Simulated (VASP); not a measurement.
# Pt (Fm-3m) in VASP: relaxation of cell and atoms with PBEsol+D3(BJ)

Aim: the relaxation of cell and atoms of Pt with PBEsol+D3(BJ).

Everything below comes from runs of VASP 6.6.1. Logs are shortened: lines on timing, memory, paths and dates and some standing lists are left out, and cuts for length are marked.

### Step 1. The cell of the first run

Symmetry: Fm-3m, No. 225, cubic system. Conventional cell: a = 3.920 Å, b = 3.920 Å, c = 3.920 Å, α = 90.00°, β = 90.00°, γ = 90.00°. Within 3.7 Å of Pt (site symmetry m-3m) lie 12 Pt at 2.77 Å.

### Step 2. Relaxation of cell and atoms, PBEsol+D3(BJ)

The input, INCAR:

```
PREC = Accurate ; ENCUT = 500
EDIFF = 1E-7 ; ISMEAR = 0
SIGMA = 0.1 ; LREAL = F
LASPH = T ; NELM = 120
ALGO = Normal ; ISIF = 3
LWAVE = F ; LCHARG = F
GGA = PS ; IVDW = 12
IBRION = 2 ; NSW = 100
EDIFFG = -0.05 ; GGA_COMPAT = F
NELMIN = 4
```

The input, KPOINTS:

```
Automatic mesh
0
Gamma
  8 8 8
```

The input, POSCAR:

```
Pt
1.0
    0.0000000000      1.9600000000      1.9600000000
    1.9600000000      0.0000000000      1.9600000000
    1.9600000000      1.9600000000      0.0000000000
Pt
1
Direct
    0.0000000000      0.0000000000      0.0000000000
```

Potentials or basis: VASP PAW PBE potentials, release 64 (Pt).

Run with:

```bash
> cat potpaw_PBE.64/Pt/POTCAR > POTCAR
> mpirun -np 1 vasp_std > vasp.out
```

OUTCAR:

```text
PREC = Accurate
   ENCUT = 500
   EDIFF = 1E-7
   ISMEAR = 0
   LREAL = F
   LASPH = T
   NELM = 120
   ISIF = 3
   GGA = PS
   IVDW = 12
   IBRION = 2
   NSW = 100
   EDIFFG = -0.05
   NELMIN = 4
 IVDW          = 12

 ion  position               nearest neighbor table
   1  0.000  0.000  0.000-

  LATTYP: Found a face centered cubic cell.
 ALAT       =     3.9200000000

  Lattice vectors:

 A1 = (   0.0000000000,   1.9600000000,   1.9600000000)
 A2 = (   1.9600000000,   0.0000000000,   1.9600000000)
 A3 = (   1.9600000000,   1.9600000000,   0.0000000000)

Analysis of symmetry for initial positions (statically):
=====================================================================
 Subroutine PRICEL returns:
 Original cell was already a primitive cell.

 Routine SETGRP: Setting up the symmetry group for a
 face centered cubic supercell.

 Subroutine GETGRP returns: Found 48 space group operations
 (whereof 48 operations were pure point group operations)
 out of a pool of 48 trial point group operations.

The static configuration has the point symmetry O_h .

Analysis of symmetry for dynamics (positions and initial velocities):
=====================================================================
 Subroutine PRICEL returns:
 Original cell was already a primitive cell.

 Routine SETGRP: Setting up the symmetry group for a
 face centered cubic supercell.

 Subroutine GETGRP returns: Found 48 space group operations
 (whereof 48 operations were pure point group operations)
 out of a pool of 48 trial point group operations.

The dynamic configuration has the point symmetry O_h .

 Subroutine INISYM returns: Found 48 space group operations
 (whereof 48 operations are pure point group operations),
 and found     1 'primitive' translations

----------------------------------------------------------------------------------------

                                     Primitive cell

  volume of cell :      15.0591

  direct lattice vectors                    reciprocal lattice vectors
     0.000000000  1.960000000  1.960000000    -0.255102041  0.255102041  0.255102041
     1.960000000  0.000000000  1.960000000     0.255102041 -0.255102041  0.255102041
     1.960000000  1.960000000  0.000000000     0.255102041  0.255102041 -0.255102041

  length of vectors
     2.771858582  2.771858582  2.771858582     0.441849696  0.441849696  0.441849696

  position of ions in fractional coordinates (direct lattice)
     0.000000000  0.000000000  0.000000000

  ion indices of the primitive-cell ions
   primitive index   ion index
                 1           1

----------------------------------------------------------------------------------------

 KPOINTS: Automatic mesh

Automatic generation of k-mesh.
 Grid dimensions read from file:
 generate k-points for:    8    8    8

 Generating k-lattice:

  Cartesian coordinates                     Fractional coordinates (reciprocal lattice)
    -0.031887755  0.031887755  0.031887755     0.125000000  0.000000000  0.000000000
     0.031887755 -0.031887755  0.031887755     0.000000000  0.125000000  0.000000000
     0.031887755  0.031887755 -0.031887755     0.000000000  0.000000000  0.125000000

  Length of vectors
     0.055231212  0.055231212  0.055231212

  Shift w.r.t. Gamma in fractional coordinates (k-lattice)
     0.000000000  0.000000000  0.000000000

 Subroutine IBZKPT returns following result:
 ===========================================

 Found     29 irreducible k-points:

 Following reciprocal coordinates:
            Coordinates               Weight
  0.000000  0.000000  0.000000      1.000000
  0.125000  0.000000  0.000000      8.000000
  0.250000  0.000000  0.000000      8.000000
  0.375000  0.000000  0.000000      8.000000
  0.500000  0.000000  0.000000      4.000000
  0.125000  0.125000  0.000000      6.000000
[... 16 lines left out ...]
  0.500000  0.250000  0.125000     48.000000
 -0.375000  0.250000  0.125000     24.000000
 [... further k-points ...]
   k-points           NKPTS =     29   k-points in BZ     NKDIM =     29   number of bands    NBANDS=      9
   number of dos      NEDOS =    301   number of ions     NIONS =      1
   total plane-waves  NPLWV =   8000
   dimension x,y,z NGX =    20 NGY =   20 NGZ =   20
   dimension x,y,z NGXF=    40 NGYF=   40 NGZF=   40
   ions per type =               1
   NGX,Y,Z   is equivalent  to a cutoff of  12.00, 12.00, 12.00 a.u.
   NGXF,Y,Z  is equivalent  to a cutoff of  23.99, 23.99, 23.99 a.u.
 SYSTEM =  unknown system
   PREC   = accura    normal or accurate (medium, high low for compatibility)
   ISTART =      0    job   : 0-new  1-cont  2-samecut
   ICHARG =      2    charge: 1-file 2-atom 10-const
   ISPIN  =      1    spin polarized calculation?
   LNONCOLLINEAR =      F non collinear calculations
   LSORBIT =      F    spin-orbit coupling
   LASPH  =      T    aspherical Exc in radial PAW
   ENCUT  =  500.0 eV  36.75 Ry    6.06 a.u.   5.05  5.05  5.05*2*pi/ulx,y,z
   NELM   =    120;   NELMIN=  4; NELMDL= -5     # of ELM steps
   EDIFF  = 0.1E-06   stopping-criterion for ELM
   LREAL  =      F    real-space projection
   EDIFFG = -.5E-01   stopping-criterion for IOM
   NSW    =    100    number of steps for IOM
   IBRION =      2    ionic relax: 0-MD 1-quasi-New 2-CG
   NFREE  =      1    steps in history (QN), initial steepest desc. (CG)
   ISIF   =      3    stress and relaxation
   ISYM   =      2    0-nonsym 1-usesym 2-fastsym
   POTIM  = 0.5000    time-step for ionic-motion
   TEBEG  =    0.0;   TEEND  =   0.0 temperature during run
   PSTRESS=    0.0 pullay stress
   NELECT =      10.0000    total number of electrons
   NUPDOWN=      -1.0000    fix difference up-down
   EMIN   =  10.00;   EMAX   =-10.00  energy-range for DOS
   EFERMI =   0.00;   METHOD = LEGACY
   ISMEAR =     0;   SIGMA  =   0.10  broadening in eV -4-tet -1-fermi 0-gaus
   EFERMI_NEDOS =   21; number of points for ismear=-14 and -15
   IALGO  =     38    algorithm
   IMIX   =      4    mixing-type and parameters
     AMIX     =   0.40;   BMIX     =  1.00
     AMIX_MAG =   1.60;   BMIX_MAG =  1.00
  volume/ion in A,a.u.               =      15.06       101.62
  Fermi-wavevector in a.u.,A,eV,Ry     =   1.428265  2.699029 27.755077  2.039941
  Thomas-Fermi vector in A             =   2.548345
   LORBIT       =      0    0 simple, 1 ext, 2 COOP (PROOUT), +10 PAW based schemes
   GGA     = PS    functional components
   LHFCALC =     F    Hartree Fock is set to
   AEXX    =    0.0000 exact exchange contribution
   IVDW    =    12    specifies the selected vdW correction
   LEPSILON=     F    determine dielectric tensor
   LRPA    =     F    only Hartree local field effects (RPA)
 conjugate gradient relaxation of ions
 non-spin polarized calculation
 Gauss-broadening in eV      SIGMA  =   0.10
  energy-cutoff  :      500.00
  volume of cell :       15.06
 maximum number of plane-waves:       392
   NGX = 11   NGY = 11   NGZ = 11

--------------------------------------- Ionic step        1  -------------------------------------------

 number of electron      10.0000001 magnetization

 Free energy of the ion-electron system (eV)
  ---------------------------------------------------
  ext. energy  EPLUGINS =         0.00000000
  ---------------------------------------------------
  free energy    TOTEN  =        -6.95641455 eV

  energy without entropy =       -6.94757120  energy(sigma->0) =       -6.95199288

------------------------ aborting loop because EDIFF is reached ----------------------------------------

 Edisp (eV)   -0.74995

 E8    (eV) :    -0.5128

  FORCE on cell =-STRESS in cart. coord.  units (eV):
  Direction    XX          YY          ZZ          XY          YZ          ZX
  --------------------------------------------------------------------------------------
  -------------------------------------------------------------------------------------
  Total      -0.89720    -0.89720    -0.89720    -0.00000    -0.00000     0.00000
  in kB     -95.45575   -95.45575   -95.45575    -0.00000    -0.00000     0.00000
  external pressure =      -95.46 kB  Pullay stress =        0.00 kB

 VOLUME and BASIS-vectors are now :
 -----------------------------------------------------------------------------
  energy-cutoff  :      500.00
  volume of cell :       15.06
      direct lattice vectors                 reciprocal lattice vectors
     0.000000000  1.960000000  1.960000000    -0.255102041  0.255102041  0.255102041
     1.960000000  0.000000000  1.960000000     0.255102041 -0.255102041  0.255102041
     1.960000000  1.960000000  0.000000000     0.255102041  0.255102041 -0.255102041
[... 46 lines left out ...]
  FREE ENERGIE OF THE ION-ELECTRON SYSTEM (eV)
  ---------------------------------------------------
  free  energy   TOTEN  =        -7.5566615265 eV

  energy  without entropy=       -7.5498628677  energy(sigma->0) =       -7.55326220

--------------------------------------- Ionic step        3  -------------------------------------------

 number of electron       9.9999999 magnetization

 number of electron      10.0000000 magnetization

 Free energy of the ion-electron system (eV)
  ---------------------------------------------------
  ext. energy  EPLUGINS =         0.00000000
  ---------------------------------------------------
  free energy    TOTEN  =        -6.94724727 eV

  energy without entropy =       -6.93892320  energy(sigma->0) =       -6.94308523

 E-fermi :  11.6735     XC(G=0): -13.8272

 val. band max:       11.6698040110   @ k =  -0.2500   0.1250   0.0000
 cond. band min:      11.7237577380   @ k =   0.3750   0.2500   0.1250
 fundamental gap:      0.0539537271
 Fermi energy:        11.6735431176

 k-point     1 :       0.0000    0.0000    0.0000
  band No.  band energies     occupation
      1       1.0670      2.00000
      2       7.6995      2.00000
      3       7.6995      2.00000
      4       7.6995      2.00000
      5       9.9922      2.00000
      6       9.9922      2.00000
      7      26.2677      0.00000
      8      31.4091      0.00000
      9      31.4091      0.00000

 k-point     2 :       0.1250    0.0000    0.0000
  band No.  band energies     occupation
      1       1.6975      2.00000
      2       7.4405      2.00000
      3       7.9300      2.00000
      4       7.9300      2.00000
      5       9.8821      2.00000
      6       9.8821      2.00000
      7      27.2173      0.00000
      8      28.9323      0.00000
      9      32.4026      0.00000
[... 253 lines left out ...]
 k-point    24 :      -0.3750    0.2500    0.1250
  band No.  band energies     occupation
      1       5.3345      2.00000
      2       6.6078      2.00000
      3       8.0430      2.00000
      4       8.8606      2.00000
      5      11.5048      1.98301
      6      16.2022      0.00000
      7      17.3990      0.00000
      8      26.7282      0.00000
      9      26.9671      0.00000

 [... further k-points ...]

------------------------ aborting loop because EDIFF is reached ----------------------------------------

 Edisp (eV)   -0.77394

 E8    (eV) :    -0.5292

  FORCE on cell =-STRESS in cart. coord.  units (eV):
  Direction    XX          YY          ZZ          XY          YZ          ZX
  --------------------------------------------------------------------------------------
  -------------------------------------------------------------------------------------
  Total      -0.03770    -0.03770    -0.03770    -0.00000     0.00000     0.00000
  in kB      -4.13743    -4.13743    -4.13743    -0.00000     0.00000     0.00000
  external pressure =       -4.14 kB  Pullay stress =        0.00 kB

 VOLUME and BASIS-vectors are now :
 -----------------------------------------------------------------------------
  energy-cutoff  :      500.00
  volume of cell :       14.60
      direct lattice vectors                 reciprocal lattice vectors
    -0.000000000  1.939763995  1.939763995    -0.257763316  0.257763316  0.257763316
     1.939763995  0.000000000  1.939763995     0.257763316 -0.257763316  0.257763316
     1.939763995  1.939763995  0.000000000     0.257763316  0.257763316 -0.257763316

 POSITION                                       TOTAL-FORCE (eV/Angst)
 -----------------------------------------------------------------------------------
      0.00000      0.00000      0.00000        -0.000000     -0.000000     -0.000000
 -----------------------------------------------------------------------------------
    total drift:                                0.000000     -0.000000      0.000000

  FREE ENERGIE OF THE ION-ELECTRON SYSTEM (eV)
  ---------------------------------------------------
  free  energy   TOTEN  =        -7.7211903740 eV

  energy  without entropy=       -7.7128663080  energy(sigma->0) =       -7.71702834

 reached required accuracy - stopping structural energy minimisation
```

It took 20 s on 1 thread of Intel Xeon 8259CL, shared host; peak memory 0.15 GiB.

What came out:

| Quantity | Value |
| --- | --- |
| Free energy | -7.7212 eV |
| Relaxed volume | 14.60 Å³/atom |
| Relaxed cell | a = 2.743 Å, b = 2.743 Å, c = 2.743 Å, α = 60.00°, β = 60.00°, γ = 60.00° |
| Space group after relaxing (to 0.1 Å) | Fm-3m (No. 225) |
| Energy gained by relaxing | 14.8 meV/atom |
| Ionic steps | 3 |
| Pressure after relaxing | -0.4 GPa |
| Band gap on the k mesh | zero (bands 5 and 6 overlap by 2.35 eV) |
| Dispersion energy per atom | -0.774 eV |

Step by step:
```tsv
step	energy change (eV)	largest force (eV/Å)	pressure (GPa)	volume (Å³)
1	0.0000	0.0000	-9.55	15.06
2	0.1497	0.0000	42.12	13.19
3	-0.0148	0.0000	-0.41	14.60
```

Final structure:
```
CELL_PARAMETERS angstrom
0.00000 1.93976 1.93976
1.93976 0.00000 1.93976
1.93976 1.93976 0.00000
ATOMIC_POSITIONS crystal
Pt 0.00000 0.00000 0.00000
```

Caveat: the PAW data sets were made with another functional, which shifts forces and pressure a little; spin-orbit coupling is left out, which moves the levels of the heavy elements.
